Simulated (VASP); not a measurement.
Here is a VASP 6.6.1 calculation.

Contents of INCAR:

```
SYSTEM = Re
PREC = Accurate
ENCUT = 520
EDIFF = 1E-6
ISMEAR = -1
SIGMA = 0.1
LREAL = .FALSE.
LASPH = .TRUE.
NELM = 80
ALGO = Normal
ISIF = 2
LWAVE = .FALSE.
LCHARG = .FALSE.
GGA = PE
NBANDS = 14
```

The input KPOINTS:

```
Automatic mesh
0
G
  18 18 18
  0 0 0
```

File POSCAR:

```
Re
1.0
   -2.2805362839      2.2805362839      1.1909282361
    2.2805362839     -2.2805362839      1.1909282361
    2.2805362839      2.2805362839     -1.1909282361
Re
2
Direct
   -0.3750000000     -0.1250000000     -0.2500000000
    0.3750000000      0.1250000000      0.2500000000
```

Potentials or basis: VASP PAW PBE potentials, release 64 (Re).

Launch:

```sh
$ cat potpaw_PBE.64/Re/POTCAR > POTCAR
$ mpirun -np 1 vasp_std > vasp.out
```

Problem. Predict the pressure.

Solution. 152.1 GPa.

Problem. Predict the band gap on the k mesh.

Solution. Zero (band 7 reaches 12.90 eV, above the bottom of band 8 at 9.84 eV).

Stress tensor (GPa, compression positive):
```
152.02   0.00   0.00
  0.00 152.02   0.00
  0.00   0.00 152.34
```

Caveat: spin-orbit coupling is left out, which moves the levels of the heavy elements.
